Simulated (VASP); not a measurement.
# Si in VASP: relaxation of the atoms with PBEsol

Aim: the relaxation of the atoms of Si with PBEsol.

Everything below comes from runs of VASP 6.6.1. Logs are shortened: lines on timing, memory, paths and dates and some standing lists are left out, and cuts for length are marked.

## Step 1: The cell of the first run

The cell holds a slab with vacuum, 10 atoms: a = 3.825 Å, b = 3.825 Å, c = 30.445 Å, α = 90.00°, β = 90.00°, γ = 120.00°.

## Step 2: Relaxation of the atoms, PBEsol

Input file INCAR:

```
PREC     = Accurate       # precision mode
ENCUT    = 520            # plane-wave cutoff, eV
EDIFF    = 1E-6           # SCF threshold, eV
ISMEAR   = 0              # smearing method
SIGMA    = 0.05           # smearing width, eV
LREAL    = False          # projectors in reciprocal space
LASPH    = True           # aspherical terms in the spheres
NELM     = 80             # most SCF steps
ALGO     = Normal         # electronic algorithm
ISIF     = 2              # what is computed and relaxed
LWAVE    = False          # write WAVECAR
LCHARG   = False          # write CHGCAR
LDIPOL   = True         
IDIPOL   = 3            
DIPOL    = 0.5 0.5 0.500
GGA      = PS             # functional
IBRION   = 2              # ionic algorithm
NSW      = 90             # ionic steps
EDIFFG   = -0.03          # ionic threshold
```

Input file KPOINTS:

```
Automatic mesh
0
Gamma
  9 9 1
```

Input file POSCAR:

```
Si
1.0
    3.8248883482      0.0000000000      0.0000000000
   -1.9124441741      3.3124504762      0.0000000000
    0.0000000000      0.0000000000     30.4454326630
Si
10
Selective dynamics
Direct
    0.3333333333      0.6666666667      0.2791880179  F F F
    0.6666666667      0.3333333333      0.3053604445  F F F
    0.6666666667      0.3333333333      0.3830509023  F F F
    0.3333333333      0.6666666667      0.4092233289  F F F
    0.3333333333      0.6666666667      0.4869137867  F F F
    0.6666666667      0.3333333333      0.5130862133  T T T
    0.6666666667      0.3333333333      0.5907766711  T T T
    0.3333333333      0.6666666667      0.6169490977  T T T
    0.3333333333      0.6666666667      0.6946395555  T T T
    0.6666666667      0.3333333333      0.7208119821  T T T
```

Potentials or basis: VASP PAW PBE potentials, release 64 (Si).

On the command line:

```bash
> cat potpaw_PBE.64/Si/POTCAR > POTCAR
> mpirun -np 1 vasp_std > vasp.out
```

OUTCAR:

```text
PREC = Accurate
   ENCUT = 520
   EDIFF = 1E-6
   ISMEAR = 0
   LREAL = False
   LASPH = True
   NELM = 80
   ISIF = 2
   GGA = PS
   IBRION = 2
   NSW = 90
   EDIFFG = -0.03

 ion  position               nearest neighbor table
   1  0.333  0.667  0.279-   2 2.35   2 2.35   2 2.35
   2  0.667  0.333  0.305-   1 2.35   1 2.35   1 2.35   3 2.37
   3  0.667  0.333  0.383-   4 2.35   4 2.35   4 2.35   2 2.37
   4  0.333  0.667  0.409-   3 2.35   3 2.35   3 2.35   5 2.37
   5  0.333  0.667  0.487-   6 2.35   6 2.35   6 2.35   4 2.37
   6  0.667  0.333  0.513-   5 2.35   5 2.35   5 2.35   7 2.37
   7  0.667  0.333  0.591-   8 2.35   8 2.35   8 2.35   6 2.37
   8  0.333  0.667  0.617-   7 2.35   7 2.35   7 2.35   9 2.37
   9  0.333  0.667  0.695-  10 2.35  10 2.35  10 2.35   8 2.37
  10  0.667  0.333  0.721-   9 2.35   9 2.35   9 2.35

  LATTYP: Found a hexagonal cell.
 ALAT       =     3.8248883482
 C/A-ratio  =     7.9598225860

  Lattice vectors:

 A1 = (   3.8248883482,   0.0000000000,   0.0000000000)
 A2 = (  -1.9124441741,   3.3124504762,   0.0000000000)
 A3 = (   0.0000000000,   0.0000000000,  30.4454326630)

Analysis of symmetry for initial positions (statically):
=====================================================================
 Subroutine PRICEL returns:
 Original cell was already a primitive cell.

 Routine SETGRP: Setting up the symmetry group for a
 hexagonal supercell.

 Subroutine GETGRP returns: Found 12 space group operations
 (whereof 12 operations were pure point group operations)
 out of a pool of 24 trial point group operations.

The static configuration has the point symmetry D_3d.

Analysis of symmetry for dynamics (positions and initial velocities):
=====================================================================
 Subroutine PRICEL returns:
 Original cell was already a primitive cell.

 Routine SETGRP: Setting up the symmetry group for a
 hexagonal supercell.

 Subroutine GETGRP returns: Found 12 space group operations
 (whereof 12 operations were pure point group operations)
 out of a pool of 24 trial point group operations.

The dynamic configuration has the point symmetry D_3d.

Analysis of constrained symmetry for selective dynamics:
=====================================================================
 Subroutine PRICEL returns:
 Original cell was already a primitive cell.

 Routine SETGRP: Setting up the symmetry group for a
 hexagonal supercell.

 Subroutine GETGRP returns: Found  6 space group operations
 (whereof  6 operations were pure point group operations)
 out of a pool of 24 trial point group operations.

The constrained configuration has the point symmetry C_3v.

 Subroutine INISYM returns: Found  6 space group operations
 (whereof  6 operations are pure point group operations),
 and found     1 'primitive' translations

----------------------------------------------------------------------------------------

                                     Primitive cell

  volume of cell :     385.7361

  direct lattice vectors                    reciprocal lattice vectors
     3.824888348  0.000000000  0.000000000     0.261445540  0.150945653  0.000000000
    -1.912444174  3.312450476  0.000000000     0.000000000  0.301891306  0.000000000
     0.000000000  0.000000000 30.445432663     0.000000000  0.000000000  0.032845649

  length of vectors
     3.824888348  3.824888348 30.445432663     0.301891306  0.301891306  0.032845649

  position of ions in fractional coordinates (direct lattice)
     0.333333333  0.666666667  0.279188018
     0.666666667  0.333333333  0.305360445
     0.666666667  0.333333333  0.383050902
     0.333333333  0.666666667  0.409223329
     0.333333333  0.666666667  0.486913787
     0.666666667  0.333333333  0.513086213
     0.666666667  0.333333333  0.590776671
     0.333333333  0.666666667  0.616949098
     0.333333333  0.666666667  0.694639555
     0.666666667  0.333333333  0.720811982

[... 61 lines left out ...]
 SYSTEM =  unknown system
   PREC   = accura    normal or accurate (medium, high low for compatibility)
   ISTART =      0    job   : 0-new  1-cont  2-samecut
   ICHARG =      2    charge: 1-file 2-atom 10-const
   ISPIN  =      1    spin polarized calculation?
   LNONCOLLINEAR =      F non collinear calculations
   LSORBIT =      F    spin-orbit coupling
   LASPH  =      T    aspherical Exc in radial PAW
   ENCUT  =  520.0 eV  38.22 Ry    6.18 a.u.   7.11  7.11 56.61*2*pi/ulx,y,z
   NELM   =     80;   NELMIN=  2; NELMDL= -5     # of ELM steps
   EDIFF  = 0.1E-05   stopping-criterion for ELM
   LREAL  =      F    real-space projection
   EDIFFG = -.3E-01   stopping-criterion for IOM
   NSW    =     90    number of steps for IOM
   IBRION =      2    ionic relax: 0-MD 1-quasi-New 2-CG
   NFREE  =      1    steps in history (QN), initial steepest desc. (CG)
   ISIF   =      2    stress and relaxation
   ISYM   =      2    0-nonsym 1-usesym 2-fastsym
   POTIM  = 0.5000    time-step for ionic-motion
   TEBEG  =    0.0;   TEEND  =   0.0 temperature during run
   PSTRESS=    0.0 pullay stress
   NELECT =      40.0000    total number of electrons
   NUPDOWN=      -1.0000    fix difference up-down
   EMIN   =  10.00;   EMAX   =-10.00  energy-range for DOS
   EFERMI =   0.00;   METHOD = LEGACY
   ISMEAR =     0;   SIGMA  =   0.05  broadening in eV -4-tet -1-fermi 0-gaus
   EFERMI_NEDOS =   21; number of points for ismear=-14 and -15
   IALGO  =     38    algorithm
   IMIX   =      4    mixing-type and parameters
     AMIX     =   0.40;   BMIX     =  1.00
     AMIX_MAG =   1.60;   BMIX_MAG =  1.00
  volume/ion in A,a.u.               =      38.57       260.31
  Fermi-wavevector in a.u.,A,eV,Ry     =   0.769127  1.453439  8.048613  0.591556
  Thomas-Fermi vector in A             =   1.870049
   LORBIT       =      0    0 simple, 1 ext, 2 COOP (PROOUT), +10 PAW based schemes
   GGA     = PS    functional components
   LHFCALC =     F    Hartree Fock is set to
   AEXX    =    0.0000 exact exchange contribution
   IVDW    =     0    specifies the selected vdW correction
   LEPSILON=     F    determine dielectric tensor
   LRPA    =     F    only Hartree local field effects (RPA)
 conjugate gradient relaxation of ions
 non-spin polarized calculation
 Gauss-broadening in eV      SIGMA  =   0.05
  energy-cutoff  :      520.00
  volume of cell :      385.74
 maximum number of plane-waves:     10455
   NGX = 15   NGY = 15   NGZ =113

--------------------------------------- Ionic step        1  -------------------------------------------

 number of electron      39.9999998 magnetization

 Free energy of the ion-electron system (eV)
  ---------------------------------------------------
  ext. energy  EPLUGINS =         0.00000000
  ---------------------------------------------------
  free energy    TOTEN  =       -54.54229383 eV

  energy without entropy =      -54.52709815  energy(sigma->0) =      -54.53469599

------------------------ aborting loop because EDIFF is reached ----------------------------------------

  FORCE on cell =-STRESS in cart. coord.  units (eV):
  Direction    XX          YY          ZZ          XY          YZ          ZX
  --------------------------------------------------------------------------------------
  -------------------------------------------------------------------------------------
  Total       -0.1963450     -0.1963450     -0.2425695      0.0000000      0.0000000     -0.0000000
  in kB       -0.8155305     -0.8155305     -1.0075266      0.0000000      0.0000000     -0.0000000
  external PRESSURE =      -0.8795292 kB  Pullay stress =       0.0000000 kB
[... 25 lines left out ...]
  FREE ENERGIE OF THE ION-ELECTRON SYSTEM (eV)
  ---------------------------------------------------
  free  energy   TOTEN  =       -54.5422938329 eV

  energy  without entropy=      -54.5270981458  energy(sigma->0) =      -54.53469599

 dipolmoment           0.000000      0.000000      0.000009 electrons x Angstroem

--------------------------------------- Ionic step        2  -------------------------------------------

 number of electron      39.9999998 magnetization

------------------------ aborting loop because EDIFF is reached ----------------------------------------
[... 129 lines left out ...]
 number of electron      39.9999998 magnetization

------------------------ aborting loop because EDIFF is reached ----------------------------------------

 vacuum level on the upper side and lower side of the slab       (xc-potential included)        -0.065        -0.008

  FORCE on cell =-STRESS in cart. coord.  units (eV):
  Direction    XX          YY          ZZ          XY          YZ          ZX
  --------------------------------------------------------------------------------------
  -------------------------------------------------------------------------------------
  Total        0.4424471      0.4424471     -0.6772720      0.0000000      0.0000000      0.0000000
  in kB        1.8377296      1.8377296     -2.8130885      0.0000000      0.0000000      0.0000000
  external PRESSURE =       0.2874569 kB  Pullay stress =       0.0000000 kB
[... 163 lines left out ...]
--------------------------------------- Ionic step        9  -------------------------------------------

 number of electron      39.9999998 magnetization

 dipolmoment           0.000000      0.000000     -0.008852 electrons x Angstroem

 Free energy of the ion-electron system (eV)
  ---------------------------------------------------
  ext. energy  EPLUGINS =         0.00000000
  ---------------------------------------------------
  free energy    TOTEN  =       -54.58091540 eV

  energy without entropy =      -54.56639906  energy(sigma->0) =      -54.57365723

 E-fermi :   0.6876     XC(G=0):  -5.4186

 val. band max:        0.6848438793   @ k =   0.3333   0.3333   0.0000
 cond. band min:       0.6906716768   @ k =   0.2222   0.2222   0.0000
 fundamental gap:      0.0058277975
 Fermi energy:         0.6876205264

 k-point     1 :       0.0000    0.0000    0.0000
  band No.  band energies     occupation
      1     -11.2352      2.00000
      2     -10.8759      2.00000
      3     -10.3375      2.00000
      4      -9.6945      2.00000
      5      -9.1860      2.00000
      6      -5.8358      2.00000
[... 337 lines left out ...]
     25       3.2533      0.00000
     26       4.5130      0.00000

------------------------ aborting loop because EDIFF is reached ----------------------------------------

 vacuum level on the upper side and lower side of the slab       (xc-potential included)        -0.077         0.007

  FORCE on cell =-STRESS in cart. coord.  units (eV):
  Direction    XX          YY          ZZ          XY          YZ          ZX
  --------------------------------------------------------------------------------------
  -------------------------------------------------------------------------------------
  Total        0.5008908      0.5008908     -0.4233993      0.0000000      0.0000000      0.0000000
  in kB        2.0804789      2.0804789     -1.7586135      0.0000000      0.0000000      0.0000000
  external PRESSURE =       0.8007815 kB  Pullay stress =       0.0000000 kB
[... 25 lines left out ...]
  FREE ENERGIE OF THE ION-ELECTRON SYSTEM (eV)
  ---------------------------------------------------
  free  energy   TOTEN  =       -54.5809154029 eV

  energy  without entropy=      -54.5663990623  energy(sigma->0) =      -54.57365723

 reached required accuracy - stopping structural energy minimisation

 vacuum level on the upper side and lower side of the slab         5.386         5.459
```

It took 10 min on 1 thread of Intel Xeon Platinum 8488C (Sapphire Rapids), shared host; peak memory 0.5 GiB.

What came out:

```yaml
Free_energy: -54.5809 eV
Energy_gained_by_relaxing: 3.9 meV/atom
Ionic_steps: 9
Band_gap_on_the_k_mesh: zero (bands 20 and 21 overlap by 0.35 eV)
```

Step by step:
```tsv
step	energy change (eV)	largest force on free atoms (eV/Å)	pressure (GPa)
1	0.0000	0.6674	-0.09
2	-0.0273	0.3308	-0.03
3	-0.0321	0.2271	0.00
4	-0.0321	0.2414	0.01
5	-0.0360	0.1159	0.03
6	-0.0374	0.1319	0.06
7	-0.0383	0.0463	0.07
8	-0.0384	0.0605	0.08
9	-0.0386	0.0168	0.08
```

Final structure:
```
Si
1.0
     3.82489    0.00000    0.00000
    -1.91244    3.31245    0.00000
     0.00000    0.00000   30.44543
Si
10
Direct
  0.33333 0.66667 0.27919
  0.66667 0.33333 0.30536
  0.66667 0.33333 0.38305
  0.33333 0.66667 0.40922
  0.33333 0.66667 0.48691
  0.66667 0.33333 0.51340
  0.66667 0.33333 0.59146
  0.33333 0.66667 0.61725
  0.33333 0.66667 0.69619
  0.66667 0.33333 0.71818
```

Caveat: the PAW data sets were made with another functional, which shifts forces and pressure a little.
